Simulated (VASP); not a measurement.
# HgTe (F-43m) in VASP: notebook, part 2 of 2

VASP 6.6.1.

## 4. Single point, PBE (volume scaled by 1.03)

INCAR reads:

```
PREC = Accurate
ENCUT = 520
EDIFF = 1E-6
ISMEAR = -1
SIGMA = 0.05
LREAL = F
LASPH = T
NELM = 100
ALGO = Normal
ISIF = 2
LWAVE = F
LCHARG = F
GGA = PE
NBANDS = 16
```

KPOINTS reads:

```
Automatic mesh
0
Gamma
  9 9 9
```

POSCAR reads:

```
HgTe
1.0
    0.0000000000      3.2554179174      3.2554179174
    3.2554179174      0.0000000000      3.2554179174
    3.2554179174      3.2554179174      0.0000000000
Hg Te
1 1
Direct
    0.0000000000      0.0000000000      0.0000000000
    0.7500000000      0.7500000000      0.7500000000
```

Potentials or basis: VASP PAW PBE potentials, release 64 (Hg, Te).

The run is started by

```console
> cat potpaw_PBE.64/Hg/POTCAR potpaw_PBE.64/Te/POTCAR > POTCAR
> mpirun -np 1 vasp_std > vasp.out
```

OUTCAR:

```text
PREC = Accurate
   ENCUT = 520
   EDIFF = 1E-6
   ISMEAR = -1
   LREAL = F
   LASPH = T
   NELM = 100
   ISIF = 2
   GGA = PE

 ion  position               nearest neighbor table
   1  0.000  0.000  0.000-   2 2.82   2 2.82   2 2.82   2 2.82
   2  0.750  0.750  0.750-   1 2.82   1 2.82   1 2.82   1 2.82

  LATTYP: Found a face centered cubic cell.
 ALAT       =     6.5108358348

  Lattice vectors:

 A1 = (   0.0000000000,   3.2554179174,   3.2554179174)
 A2 = (   3.2554179174,   0.0000000000,   3.2554179174)
 A3 = (   3.2554179174,   3.2554179174,   0.0000000000)

Analysis of symmetry for initial positions (statically):
=====================================================================
 Subroutine PRICEL returns:
 Original cell was already a primitive cell.

 Routine SETGRP: Setting up the symmetry group for a
 face centered cubic supercell.

 Subroutine GETGRP returns: Found 24 space group operations
 (whereof 24 operations were pure point group operations)
 out of a pool of 48 trial point group operations.

The static configuration has the point symmetry T_d .

Analysis of symmetry for dynamics (positions and initial velocities):
=====================================================================
 Subroutine PRICEL returns:
 Original cell was already a primitive cell.

 Routine SETGRP: Setting up the symmetry group for a
 face centered cubic supercell.

 Subroutine GETGRP returns: Found 24 space group operations
 (whereof 24 operations were pure point group operations)
 out of a pool of 48 trial point group operations.

The dynamic configuration has the point symmetry T_d .

 Subroutine INISYM returns: Found 24 space group operations
 (whereof 24 operations are pure point group operations),
 and found     1 'primitive' translations

----------------------------------------------------------------------------------------

                                     Primitive cell

  volume of cell :      69.0002

  direct lattice vectors                    reciprocal lattice vectors
     0.000000000  3.255417917  3.255417917    -0.153590111  0.153590111  0.153590111
     3.255417917  0.000000000  3.255417917     0.153590111 -0.153590111  0.153590111
     3.255417917  3.255417917  0.000000000     0.153590111  0.153590111 -0.153590111

  length of vectors
     4.603856170  4.603856170  4.603856170     0.266025876  0.266025876  0.266025876

  position of ions in fractional coordinates (direct lattice)
     0.000000000  0.000000000  0.000000000
     0.750000000  0.750000000  0.750000000

  ion indices of the primitive-cell ions
   primitive index   ion index
                 1           1
                 2           2

----------------------------------------------------------------------------------------

 KPOINTS: Automatic mesh

Automatic generation of k-mesh.
 Grid dimensions read from file:
 generate k-points for:    9    9    9

 Generating k-lattice:

  Cartesian coordinates                     Fractional coordinates (reciprocal lattice)
    -0.017065568  0.017065568  0.017065568     0.111111111  0.000000000  0.000000000
     0.017065568 -0.017065568  0.017065568     0.000000000  0.111111111  0.000000000
     0.017065568  0.017065568 -0.017065568     0.000000000  0.000000000  0.111111111

  Length of vectors
     0.029558431  0.029558431  0.029558431

  Shift w.r.t. Gamma in fractional coordinates (k-lattice)
     0.000000000  0.000000000  0.000000000

 Subroutine IBZKPT returns following result:
 ===========================================

 Found     35 irreducible k-points:

 Following reciprocal coordinates:
            Coordinates               Weight
  0.000000  0.000000  0.000000      1.000000
  0.111111  0.000000  0.000000      8.000000
  0.222222  0.000000  0.000000      8.000000
  0.333333  0.000000  0.000000      8.000000
  0.444444  0.000000  0.000000      8.000000
  0.111111  0.111111  0.000000      6.000000
[... 16 lines left out ...]
 -0.333333  0.333333  0.000000     12.000000
  0.444444  0.444444  0.000000      6.000000
 [... further k-points ...]
   k-points           NKPTS =     35   k-points in BZ     NKDIM =     35   number of bands    NBANDS=     16
   number of dos      NEDOS =    301   number of ions     NIONS =      2
   total plane-waves  NPLWV =  46656
   dimension x,y,z NGX =    36 NGY =   36 NGZ =   36
   dimension x,y,z NGXF=    72 NGYF=   72 NGZF=   72
   ions per type =               1   1
   NGX,Y,Z   is equivalent  to a cutoff of  13.00, 13.00, 13.00 a.u.
   NGXF,Y,Z  is equivalent  to a cutoff of  26.00, 26.00, 26.00 a.u.
 SYSTEM =  unknown system
   PREC   = accura    normal or accurate (medium, high low for compatibility)
   ISTART =      0    job   : 0-new  1-cont  2-samecut
   ICHARG =      2    charge: 1-file 2-atom 10-const
   ISPIN  =      1    spin polarized calculation?
   LNONCOLLINEAR =      F non collinear calculations
   LSORBIT =      F    spin-orbit coupling
   LASPH  =      T    aspherical Exc in radial PAW
   ENCUT  =  520.0 eV  38.22 Ry    6.18 a.u.   8.56  8.56  8.56*2*pi/ulx,y,z
   NELM   =    100;   NELMIN=  2; NELMDL= -5     # of ELM steps
   EDIFF  = 0.1E-05   stopping-criterion for ELM
   LREAL  =      F    real-space projection
[... 7 lines left out ...]
   TEBEG  =    0.0;   TEEND  =   0.0 temperature during run
   PSTRESS=    0.0 pullay stress
   NELECT =      18.0000    total number of electrons
   NUPDOWN=      -1.0000    fix difference up-down
   EMIN   =  10.00;   EMAX   =-10.00  energy-range for DOS
   EFERMI =   0.00;   METHOD = LEGACY
   ISMEAR =    -1;   SIGMA  =   0.05  broadening in eV -4-tet -1-fermi 0-gaus
   EFERMI_NEDOS =   21; number of points for ismear=-14 and -15
   IALGO  =     38    algorithm
   IMIX   =      4    mixing-type and parameters
     AMIX     =   0.40;   BMIX     =  1.00
     AMIX_MAG =   1.60;   BMIX_MAG =  1.00
  volume/ion in A,a.u.               =      34.50       232.82
  Fermi-wavevector in a.u.,A,eV,Ry     =   1.046042  1.976732 14.887533  1.094203
  Thomas-Fermi vector in A             =   2.180863
   LORBIT       =      0    0 simple, 1 ext, 2 COOP (PROOUT), +10 PAW based schemes
   GGA     = PE    functional components
[... 5 lines left out ...]
 non-spin polarized calculation
  energy-cutoff  :      520.00
  volume of cell :       69.00
 maximum number of plane-waves:      1872
 NGX is ok and might be reduce to    36
   NGX = 17   NGY = 17   NGZ = 17

 number of electron      18.0000002 magnetization

 Free energy of the ion-electron system (eV)
  ---------------------------------------------------
  ext. energy  EPLUGINS =         0.00000000
  ---------------------------------------------------
  free energy    TOTEN  =        -3.61435003 eV

  energy without entropy =       -3.61387121  energy(sigma->0) =       -3.61411062

 E-fermi :   2.9357     XC(G=0):  -8.6446

 val. band max:        2.8697737806   @ k =   0.0000   0.0000   0.0000
 cond. band min:       3.4426901807   @ k =   0.1111   0.0000   0.0000
 fundamental gap:      0.5729164000
 Fermi energy:         2.9357275082

 k-point     1 :       0.0000    0.0000    0.0000
  band No.  band energies     occupation
      1      -8.9633      2.00000
      2      -4.3595      2.00000
      3      -4.3595      2.00000
      4      -4.3595      2.00000
      5      -3.8555      2.00000
      6      -3.8555      2.00000
[... 8 lines left out ...]
     15      12.3914      0.00000
     16      12.3914      0.00000

 k-point     2 :       0.1111    0.0000    0.0000
  band No.  band energies     occupation
      1      -8.9046      2.00000
      2      -4.3431      2.00000
      3      -4.3431      2.00000
      4      -4.3369      2.00000
      5      -3.8572      2.00000
      6      -3.8572      2.00000
[... 8 lines left out ...]
     15      11.6878      0.00000
     16      11.6878      0.00000
[... 387 lines left out ...]
      5      -3.8474      2.00000
      6      -3.4307      2.00000
[... 8 lines left out ...]
     15      11.9057      0.00000
     16      14.6262      0.00000

 k-point    24 :       0.4444    0.4444    0.0000
  band No.  band energies     occupation
      1      -8.2524      2.00000
      2      -4.1813      2.00000
      3      -4.0477      2.00000
      4      -4.0477      2.00000
      5      -3.7980      2.00000
      6      -3.5219      2.00000
[... 8 lines left out ...]
     15      13.1099      0.00000
     16      14.5886      0.00000

 [... further k-points ...]

------------------------ aborting loop because EDIFF is reached ----------------------------------------

  FORCE on cell =-STRESS in cart. coord.  units (eV):
  Direction    XX          YY          ZZ          XY          YZ          ZX
  --------------------------------------------------------------------------------------
  -------------------------------------------------------------------------------------
  Total        1.1365118      1.1365118      1.1365118     -0.0000000     -0.0000000      0.0000000
  in kB       26.3896899     26.3896899     26.3896899     -0.0000000     -0.0000000      0.0000000
  external PRESSURE =      26.3896899 kB  Pullay stress =       0.0000000 kB

 VOLUME and BASIS-vectors are now :
 -----------------------------------------------------------------------------
  energy-cutoff  :      520.00
  volume of cell :       69.00
      direct lattice vectors                 reciprocal lattice vectors
     0.000000000  3.255417917  3.255417917    -0.153590111  0.153590111  0.153590111
     3.255417917  0.000000000  3.255417917     0.153590111 -0.153590111  0.153590111
     3.255417917  3.255417917  0.000000000     0.153590111  0.153590111 -0.153590111

 POSITION                                       TOTAL-FORCE (eV/Angst)
 -----------------------------------------------------------------------------------
      0.00000      0.00000      0.00000         0.000000      0.000000      0.000000
      4.88313      4.88313      4.88313        -0.000000     -0.000000     -0.000000
 -----------------------------------------------------------------------------------
    total drift:                                0.000000      0.000000      0.000000

  FREE ENERGIE OF THE ION-ELECTRON SYSTEM (eV)
  ---------------------------------------------------
  free  energy   TOTEN  =        -3.6143500292 eV

  energy  without entropy=       -3.6138712071  energy(sigma->0) =       -3.61411062
```

Run time: 33 s. Hardware: 1 thread of Intel Xeon Platinum 8488C (Sapphire Rapids), shared host; peak memory 0.22 GiB.

Results:

* Free energy: -3.6144 eV
* Pressure: 2.6 GPa
* Band gap on the k mesh: zero (filled and empty bands touch)

Levels at points of the mesh, in eV from the Fermi level:
```tsv
k point	band 7	band 8	band 9	band 10	band 11	band 12
(0.00, 0.00, 0.00)	-0.84	-0.07	-0.07	-0.07	4.20	4.20
```

Caveat: spin-orbit coupling is left out, which moves the levels of the heavy elements.

## 5. The runs side by side

| cell | gap on the mesh (eV) | pressure (GPa) |
| --- | --- | --- |
| a = 4.513 Å, angles 60.0°, 2 atoms | none | 5.9 |
| a = 4.559 Å, angles 60.0°, 2 atoms | none | 4.2 |
| a = 4.604 Å, angles 60.0°, 2 atoms | none | 2.6 |

Alike in all rows: task single point; level PBE; potentials or basis VASP PAW PBE potentials, release 64 (Hg, Te); no spin polarisation; k mesh 9 × 9 × 9; cutoff (eV) 520; smearing fermi-dirac 0.05 eV.

Caveats: spin-orbit coupling is left out, which moves the levels of the heavy elements.

Total energies depend on the potentials used, so only differences within one code and one set of settings carry meaning.
